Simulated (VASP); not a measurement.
A run of VASP 6.6.1:

Contents of INCAR:

```
SYSTEM = Sr
  ALGO = Normal
  EDIFF = 1E-6
  ENCUT = 520
  GGA = PE
  ISIF = 2
  ISMEAR = -1
  LASPH = .TRUE.
  LCHARG = .FALSE.
  LREAL = .FALSE.
  LWAVE = .FALSE.
  NBANDS = 17
  NELM = 100
  PREC = Accurate
  SIGMA = 0.03
```

KPOINTS

```
k-points
0
G
  9 9 5
  0 0 0
```

The input POSCAR:

```
Sr
1.0
    4.3100002207      0.0000000000      0.0000000000
   -2.1550001104      3.7325696814      0.0000000000
    0.0000000000      0.0000000000      7.0500000000
Sr
2
Direct
    0.3333333333      0.6666666667      0.2500000000
    0.6666666667      0.3333333333      0.7500000000
```

Potentials or basis: VASP PAW PBE potentials, release 64 (Sr_sv).

Run with:

```bash
$ cat potpaw_PBE.64/Sr_sv/POTCAR > POTCAR
$ mpirun -np 1 vasp_std > vasp.out
```

Hardware: 1 thread of AMD EPYC 9R45 96-Core Processor (Zen 5), on a shared host.

**Question.** How long does it take, and how much memory?

**Answer.** Wall time 23 s on 1 thread of AMD EPYC 9R45 96-Core Processor (Zen 5), on a shared host, peak memory 0.21 GiB. Counts: scf iterations 11, k points 36.
